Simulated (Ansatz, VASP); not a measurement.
TaN in VASP and in Ansatz

```
Ta N
1.0
     3.05000    0.00000    0.00000
    -1.52500    2.64138    0.00000
     0.00000    0.00000    4.89060
Ta N
2 2
Direct
  0.33333 0.66667 0.00000
  0.66667 0.33333 0.50000
  0.33333 0.66667 0.38500
  0.66667 0.33333 0.88500
```

Change from the starting cell: strain -0.0100 x Voigt [0, 0, 1, 0, 0, 0], atoms carried along.

Alike in both runs: task single point; functional PBEsol; k mesh 18 × 18 × 10; occupations gaussian, width 0.15 eV; no spin polarisation.

|  | VASP | Ansatz |
| --- | --- | --- |
| version | VASP 6.6.1 | Ansatz 0.2.0 |
| potentials or method | VASP PAW PBE potentials, release 64 (Ta_pv, N), cutoff 520 eV | scalar-relativistic, plane waves, PAW |
| valence electrons in the cell | 32 | 36 |

VASP gave:

* gap on the k mesh at the Fermi level (eV): none
* pressure (GPa): 136.2
* traceless stress, the component that is largest in VASP (GPa): -14.33
* rms of the force components (eV/Å): 1.064

Question: What did Ansatz give for the same quantities?

Answer: gap on the k mesh at the Fermi level (eV): none; pressure (GPa): 132.6; traceless stress, the component that is largest in VASP (GPa): -14.07; rms of the force components (eV/Å): 1.049.

VASP's potentials were made for PBE, not for PBEsol. Atom by atom the forces differ by 0.016 eV/Å (rms over components). A gap of «none» marks a metal or a gap that the smearing closes. Both programs put the cell under a high pressure, so it lies far from rest at this level. VASP's potentials hold 32 valence electrons a cell and Ansatz's 36, so a difference there can come from the potentials and not from the codes.

Spin-orbit coupling is off throughout. Noted on VASP's run: the cell as given lies far from equilibrium.
